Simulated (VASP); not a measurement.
A run of VASP 6.6.1 is set up as follows.

File INCAR:

```
ALGO = Normal ; EDIFF = 1E-7
EDIFFG = -0.005 ; ENCUT = 600
GGA = PE ; IBRION = 2
ISIF = 4 ; ISMEAR = -1
LASPH = True ; LCHARG = False
LREAL = False ; LWAVE = False
NELM = 80 ; NSW = 50
PREC = Accurate ; SIGMA = 0.08
```

Contents of KPOINTS:

```
k-points
0
Gamma
  18 18 10
```

Contents of POSCAR:

```
Ru
1.0
    2.5044843915      0.0000000000      0.0000000000
   -1.2522421958      2.1689471064      0.0000000000
    0.0000000000      0.0000000000      3.9545925922
Ru
2
Direct
    0.3333333333      0.6666666667      0.2500000000
    0.6666666667      0.3333333333      0.7500000000
```

Potentials or basis: VASP PAW PBE potentials, release 64 (Ru_pv).

Launch:

```sh
$ cat potpaw_PBE.64/Ru_pv/POTCAR > POTCAR
$ mpirun -np 1 vasp_std > vasp.out
```

(1) Predict the band gap on the k mesh.

## Answers

(1) zero (bands 14 and 15 overlap by 4.51 eV).
